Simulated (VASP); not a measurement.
# Au (Fm-3m) in VASP: further runs, part 2 of 2

VASP 6.6.1.

## (4) Single point, RPBE+D4, collinear spin, ferromagnetic start (volume scaled by 0.94)

INCAR reads:

```
SYSTEM = Au
PREC = Accurate ; ENCUT = 500
EDIFF = 1E-6 ; ISMEAR = -1
SIGMA = 0.025 ; LREAL = .False.
LASPH = .True. ; NELM = 200
ALGO = Normal ; ISIF = 2
LWAVE = .False. ; LCHARG = .False.
ISPIN = 2 ; MAGMOM = -0.11
LORBIT = 11 ; LMAXMIX = 4
GGA = RP ; IVDW = 13
NBANDS = 16 ; GGA_COMPAT = .False.
```

KPOINTS reads:

```
Automatic mesh
0
Gamma
  11 11 11
  0 0 0
```

POSCAR reads:

```
Au
1.0
    0.0000000000      1.9934577312      1.9934577312
    1.9934577312      0.0000000000      1.9934577312
    1.9934577312      1.9934577312      0.0000000000
Au
1
Direct
    0.0000000000      0.0000000000      0.0000000000
```

Potentials or basis: VASP PAW PBE potentials, release 64 (Au).

Launch:

```console
cat potpaw_PBE.64/Au/POTCAR > POTCAR
mpirun -np 1 vasp_std > vasp.out
```

OUTCAR:

```text
SYSTEM = Au
   PREC = Accurate
   ENCUT = 500
   EDIFF = 1E-6
   ISMEAR = -1
   LREAL = .False.
   LASPH = .True.
   NELM = 200
   ISIF = 2
   ISPIN = 2
   LORBIT = 11
   GGA = RP
   IVDW = 13

 ion  position               nearest neighbor table
   1  0.000  0.000  0.000-

  LATTYP: Found a face centered cubic cell.
 ALAT       =     3.9869154624

  Lattice vectors:

 A1 = (   0.0000000000,   1.9934577312,   1.9934577312)
[... 1126 lines left out ...]
  --------------------------------------------------------------------------------------
  -------------------------------------------------------------------------------------
  Total       1.62515     1.62515     1.62515     0.00000     0.00000    -0.00000
  in kB     164.34337   164.34337   164.34337     0.00000     0.00000    -0.00000
  external pressure =      164.34 kB  Pullay stress =        0.00 kB

 VOLUME and BASIS-vectors are now :
 -----------------------------------------------------------------------------
  energy-cutoff  :      500.00
  volume of cell :       15.84
      direct lattice vectors                 reciprocal lattice vectors
     0.000000000  1.993457731  1.993457731    -0.250820467  0.250820467  0.250820467
     1.993457731  0.000000000  1.993457731     0.250820467 -0.250820467  0.250820467
     1.993457731  1.993457731  0.000000000     0.250820467  0.250820467 -0.250820467

 POSITION                                       TOTAL-FORCE (eV/Angst)
 -----------------------------------------------------------------------------------
      0.00000      0.00000      0.00000         0.000000      0.000000      0.000000
 -----------------------------------------------------------------------------------
    total drift:                               -0.000000      0.000000     -0.000000

  FREE ENERGIE OF THE ION-ELECTRON SYSTEM (eV)
  ---------------------------------------------------
  free  energy   TOTEN  =        -3.8357000240 eV

  energy  without entropy=       -3.8353091622  energy(sigma->0) =       -3.83550459

 total charge

# of ion       s       p       d       tot
------------------------------------------
    1        0.566   0.418   8.789   9.773

 magnetization (x)

# of ion       s       p       d       tot
------------------------------------------
    1       -0.000   0.000  -0.000  -0.000
```

OSZICAR:

```text
N       E                     dE             d eps       ncg     rms          rms(c)
DAV:   1     0.539920059174E+02    0.53992E+02   -0.50263E+03  3624   0.597E+02
DAV:   2    -0.174362428529E+01   -0.55736E+02   -0.52574E+02  4888   0.166E+02
DAV:   3    -0.265976378604E+01   -0.91614E+00   -0.91556E+00  4616   0.194E+01
DAV:   4    -0.266265703321E+01   -0.28932E-02   -0.28932E-02  4592   0.123E+00
DAV:   5    -0.266267473016E+01   -0.17697E-04   -0.17697E-04  4600   0.858E-02    0.117E+01
DAV:   6    -0.246376873186E+01    0.19891E+00   -0.39962E-01  4992   0.431E+00    0.732E+00
DAV:   7    -0.244238121686E+01    0.21388E-01   -0.68980E-02  5160   0.180E+00    0.283E+00
DAV:   8    -0.244024405944E+01    0.21372E-02   -0.24505E-03  4096   0.339E-01    0.476E-01
DAV:   9    -0.244019703147E+01    0.47028E-04   -0.38643E-05  4912   0.430E-02    0.816E-02
DAV:  10    -0.244020180186E+01   -0.47704E-05   -0.24247E-06  4560   0.955E-03    0.152E-02
DAV:  11    -0.244020578094E+01   -0.39791E-05   -0.12640E-06  4776   0.913E-03    0.195E-02
DAV:  12    -0.244020620384E+01   -0.42291E-06   -0.11157E-07  2232   0.251E-03
   1 F= -.38357000E+01 E0= -.38355046E+01  d E =-.390862E-03  mag=    -0.0000
```

stdout:

```text
POSCAR found type information on POSCAR Au
 POSCAR found :  1 types and       1 ions
 scaLAPACK will be used
 -----------------------------------------------------------------------------
|                                                                             |
|                                                                             |
|     You enforced a specific xc type in the INCAR file but a different       |
|     I HOPE YOU KNOW WHAT YOU ARE DOING!                                     |
|                                                                             |
 -----------------------------------------------------------------------------

 LDA part: xc-table for (Slater+PW92), standard interpolation
 POSCAR, INCAR and KPOINTS ok, starting setup
 FFT: planning ... GRIDC
 FFT: planning ... GRID_SOFT
 FFT: planning ... GRID
 WAVECAR not read
 entering main loop
```

Wall time 17 s (1 thread of Intel Xeon Platinum 8559C (Emerald Rapids), shared host); peak memory 0.16 GiB.

What came out:

```
Free energy                                           : -3.8357 eV
Pressure                                              : 16.4 GPa
Net moment                                            : 0.00 μB per cell
Valence electrons inside the program's atomic spheres : Au 9.77
Dispersion energy per atom                            : -1.395 eV
```

Caveat: the PAW data sets were made with another functional, which shifts forces and pressure a little; spin-orbit coupling is left out, which moves the levels of the heavy elements; pairwise dispersion overbinds metals, which lowers pressure and volume.

## (5) Single point, RPBE+D4, collinear spin, ferromagnetic start (volume scaled by 1.04)

INCAR reads:

```
SYSTEM = Au
ALGO = Normal ; EDIFF = 1E-6
ENCUT = 500 ; GGA = RP
GGA_COMPAT = .FALSE. ; ISIF = 2
ISMEAR = -1 ; ISPIN = 2
IVDW = 13 ; LASPH = .TRUE.
LCHARG = .FALSE. ; LMAXMIX = 4
LORBIT = 11 ; LREAL = .FALSE.
LWAVE = .FALSE. ; MAGMOM = -0.11
NBANDS = 16 ; NELM = 200
PREC = Accurate ; SIGMA = 0.025
```

KPOINTS reads:

```
k-points
0
G
  11 11 11
  0 0 0
```

POSCAR reads:

```
Au
1.0
    0.0000000000      2.0617793868      2.0617793868
    2.0617793868      0.0000000000      2.0617793868
    2.0617793868      2.0617793868      0.0000000000
Au
1
Direct
    0.0000000000      0.0000000000      0.0000000000
```

Launch:

```console
cat potpaw_PBE.64/Au/POTCAR > POTCAR
mpirun -np 1 vasp_std > vasp.out
```

It took 19 s on 1 thread of Intel Xeon Platinum 8559C (Emerald Rapids), shared host; peak memory 0.16 GiB.

It converged, with:

```
Free energy                                           : -3.8949 eV
Pressure                                              : -3.3 GPa
Net moment                                            : 0.00 μB per cell
Valence electrons inside the program's atomic spheres : Au 9.63
Dispersion energy per atom                            : -1.271 eV
```

Levels at points of the mesh, in eV from the Fermi level:
Spin up:
| k point | band 2 | band 3 | band 4 | band 5 | band 6 | band 7 | band 8 | band 9 | band 10 | band 11 |
| --- | --- | --- | --- | --- | --- | --- | --- | --- | --- | --- |
| (0.00, 0.00, 0.00) | -4.67 | -4.67 | -4.67 | -3.24 | -3.24 | 14.42 | 18.29 | 18.29 | 18.29 | 23.08 |
Spin down:
| k point | band 4 | band 5 | band 6 | band 7 | band 8 | band 9 |
| --- | --- | --- | --- | --- | --- | --- |
| (0.00, 0.00, 0.00) | -4.67 | -3.24 | -3.24 | 14.42 | 18.29 | 18.29 |

Caveat: the PAW data sets were made with another functional, which shifts forces and pressure a little; spin-orbit coupling is left out, which moves the levels of the heavy elements; pairwise dispersion overbinds metals, which lowers pressure and volume.

## (6) Single point, RPBE+D4, collinear spin, ferromagnetic start (volume scaled by 1.06)

INCAR reads:

```
SYSTEM = Au
PREC = Accurate ; ENCUT = 500
EDIFF = 1E-6 ; ISMEAR = -1
SIGMA = 0.025 ; LREAL = .False.
LASPH = .True. ; NELM = 200
ALGO = Normal ; ISIF = 2
LWAVE = .False. ; LCHARG = .False.
ISPIN = 2 ; MAGMOM = -0.11
LORBIT = 11 ; LMAXMIX = 4
GGA = RP ; IVDW = 13
NBANDS = 16 ; GGA_COMPAT = .False.
```

KPOINTS reads:

```
regular mesh
0
Gamma
  11 11 11
  0 0 0
```

POSCAR reads:

```
Au
1.0
    0.0000000000      2.0749120936      2.0749120936
    2.0749120936      0.0000000000      2.0749120936
    2.0749120936      2.0749120936      0.0000000000
Au
1
Direct
    0.0000000000      0.0000000000      0.0000000000
```

Potentials or basis: VASP PAW PBE potentials, release 64 (Au).

Launch:

```console
cat potpaw_PBE.64/Au/POTCAR > POTCAR
mpirun -np 1 vasp_std > vasp.out
```

Wall time 18 s (1 thread of Intel Xeon Platinum 8559C (Emerald Rapids), shared host); peak memory 0.16 GiB.

Results (log left out):

```yaml
Free_energy: -3.8855 eV
Pressure: -5.9 GPa
Net_moment: 0.00 μB per cell
Valence_electrons_inside_the_program's_atomic_spheres: Au 9.61
Dispersion_energy_per_atom: -1.249 eV
```

Levels at points of the mesh, in eV from the Fermi level:
Spin up:
| k point | band 4 | band 5 | band 6 | band 7 | band 8 | band 9 |
| --- | --- | --- | --- | --- | --- | --- |
| (0.00, 0.00, 0.00) | -4.60 | -3.22 | -3.22 | 14.41 | 18.17 | 18.17 |
Spin down:
| k point | band 4 | band 5 | band 6 | band 7 | band 8 | band 9 |
| --- | --- | --- | --- | --- | --- | --- |
| (0.00, 0.00, 0.00) | -4.60 | -3.22 | -3.22 | 14.41 | 18.17 | 18.17 |

Caveat: the PAW data sets were made with another functional, which shifts forces and pressure a little; spin-orbit coupling is left out, which moves the levels of the heavy elements; pairwise dispersion overbinds metals, which lowers pressure and volume.

## (7) Summary

| level | potentials or basis | spin | cell | k mesh | smearing | second run | gap on the mesh (eV) | pressure (GPa) | moment (μB) |
| --- | --- | --- | --- | --- | --- | --- | --- | --- | --- |
| PBEsol | VASP PAW PBE potentials, release 64 (Au) | non-collinear, zero start, SOC | a = 2.878 Å, angles 60.0°, 1 atom | 8 × 8 × 8 | fermi-dirac 0.05 eV | - | - | 1.4 | 0.00 |
| LDA | VASP PAW LDA potentials, release 64 (Au_sv_GW) | off | a = 2.859 Å, angles 60.0°, 1 atom | 11 × 11 × 11 | fermi-dirac 0.05 eV | valence_matched | none | -0.4 | - |
| RPBE+D4 | VASP PAW PBE potentials, release 64 (Au) | collinear, ferromagnetic start | a = 2.819 Å, angles 60.0°, 1 atom | 11 × 11 × 11 | fermi-dirac 0.025 eV | - | none | 16.4 | 0.00 |
| RPBE+D4 | VASP PAW PBE potentials, release 64 (Au) | collinear, ferromagnetic start | a = 2.916 Å, angles 60.0°, 1 atom | 11 × 11 × 11 | fermi-dirac 0.025 eV | - | none | -3.3 | 0.00 |
| RPBE+D4 | VASP PAW PBE potentials, release 64 (Au) | collinear, ferromagnetic start | a = 2.934 Å, angles 60.0°, 1 atom | 11 × 11 × 11 | fermi-dirac 0.025 eV | - | none | -5.9 | 0.00 |

Alike in all rows: task single point; cutoff (eV) 500.

Caveats: the PAW data sets were made with another functional, which shifts forces and pressure a little (some runs); spin-orbit coupling is left out, which moves the levels of the heavy elements (some runs); pairwise dispersion overbinds metals, which lowers pressure and volume (some runs).

Total energies depend on the potentials used, so only differences within one code and one set of settings carry meaning.
